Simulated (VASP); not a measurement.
Runs of VASP 6.6.1 on Cr. The structure is that of space group Im-3m (No. 229), or close to it. The cells are those of the table. 

```tsv
level	potentials or basis	U	cell	k mesh	cutoff (eV)	smearing	dipole correction	grid for exact exchange (PRECFOCK)	share of exact exchange	gap on the mesh (eV)	pressure (GPa)	moment (μB)
LDA+U	VASP PAW LDA potentials, release 64 (Cr_pv)	Cr d U = 5.3 eV	a = 2.622 Å, angles 109.5°, 1 atom	12 × 12 × 12	520	methfessel-paxton 0.01 eV	no	-	-	none	41.4	4.36
r2SCAN+D3(BJ)+U	VASP PAW PBE potentials, release 64 (Cr_pv)	Cr d U = 4.5 eV	a = 2.571 Å, angles 109.5°, 1 atom	12 × 12 × 12	520	tetrahedron	no	-	-	none	63.0	4.22
BHLYP	VASP PAW PBE potentials, release 64 (Cr_pv)	-	a = 2.622 Å, angles 109.5°, 1 atom	6 × 6 × 6	520	fermi-dirac 0.05 eV	no	Normal	0.5	none	(d)	0.06
PBE	VASP PAW PBE potentials, release 64 (Cr_pv)	-	a = 2.571 Å, angles 109.5°, 1 atom	10 × 10 × 10	450	methfessel-paxton 0.1 eV	-	-	-	none	(a)	0.00
LDA+U	VASP PAW LDA potentials, release 64 (Cr_pv)	Cr d U = 5.3 eV	a = 2.571 Å, angles 109.5°, 1 atom	12 × 12 × 12	520	methfessel-paxton 0.01 eV	no	-	-	none	47.6	4.09
LDA+U	VASP PAW LDA potentials, release 64 (Cr_pv)	Cr d U = 5.3 eV	a = 2.536 Å, angles 109.5°, 1 atom	12 × 12 × 12	520	methfessel-paxton 0.01 eV	no	-	-	none	(b)	1.35
LDA+U	VASP PAW LDA potentials, release 64 (Cr_pv)	Cr d U = 5.3 eV	a = 2.605 Å, angles 109.5°, 1 atom	12 × 12 × 12	520	methfessel-paxton 0.01 eV	no	-	-	none	45.8	4.36
LDA+U	VASP PAW LDA potentials, release 64 (Cr_pv)	Cr d U = 5.3 eV	a = 2.588 Å, angles 109.5°, 1 atom	12 × 12 × 12	520	methfessel-paxton 0.01 eV	no	-	-	none	(c)	4.22
```

Alike in all rows: task single point; spin collinear, ferromagnetic start.

Task: Fill in the values left out.

Result: (a) -25.4; (b) 2.7; (c) 47.4; (d) -37.7.

Caveats: some runs use coarse meshes; the U is typed as a test and isn't derived for this compound (at least some runs); the cell stands under pressure (at least some runs); an empty level that is flat over the whole mesh can mark a ghost state of the potentials, or a narrow d or f band (at least some runs); the PAW data sets were made with another functional, which shifts forces and pressure a little (at least some runs); three body term missing (at least some runs); tetrahedron occupations give inexact forces and stress in metals (at least some runs); the cell stands under tension (at least some runs).

A gap of «none» marks levels without a gap at the run's occupations.
